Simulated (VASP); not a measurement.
Wanted: the native input for a VASP 6.6.1 run.

```
Task                   : single point
Functional             : LDA
Potentials or basis    : VASP PAW LDA potentials, release 64 (Ti_sv, Te)
Cutoff                 : 520 eV
k mesh                 : 12 × 12 × 12
Occupations            : fermi-dirac, width 0.05 eV
Spin                   : no spin polarisation
Dipole correction      : no
Further INCAR settings : ALGO = Normal; EDIFF = 1e-06; NBANDS = 16
```

The structure of TiTe (rocksalt type) lies in POSCAR:

```
TiTe
1.0
    0.0000000000      2.3244517601      2.3244517601
    2.3244517601      0.0000000000      2.3244517601
    2.3244517601      2.3244517601      0.0000000000
Ti Te
1 1
Direct
    0.0000000000      0.0000000000      0.0000000000
    0.5000000000      0.5000000000      0.5000000000
```

The input as run:

INCAR

```
PREC = Accurate ; ENCUT = 520
EDIFF = 1E-6 ; ISMEAR = -1
SIGMA = 0.05 ; LREAL = F
LASPH = T ; NELM = 60
ALGO = Normal ; ISIF = 2
LWAVE = F ; LCHARG = F
GGA = CA ; NBANDS = 16
```

KPOINTS

```
regular mesh
0
Gamma
  12 12 12
```

Potentials or basis: VASP PAW LDA potentials, release 64 (Ti_sv, Te).

Command:

```console
$ cat potpaw_LDA.64/Ti_sv/POTCAR potpaw_LDA.64/Te/POTCAR > POTCAR
$ mpirun -np 1 vasp_std > vasp.out
```

Results of the run:

```json
{"Pressure": "143.8 GPa", "Band gap on the k mesh": "zero (band 9 reaches 18.77 eV, above the bottom of band 10 at 16.94 eV)"}
```

Caveat: spin-orbit coupling is left out, which moves the levels of the heavy elements.

It took 15 s on 1 thread of Intel(R) Xeon(R) Platinum 8488C (Sapphire Rapids), with other jobs on the host, peak memory 0.15 GiB.
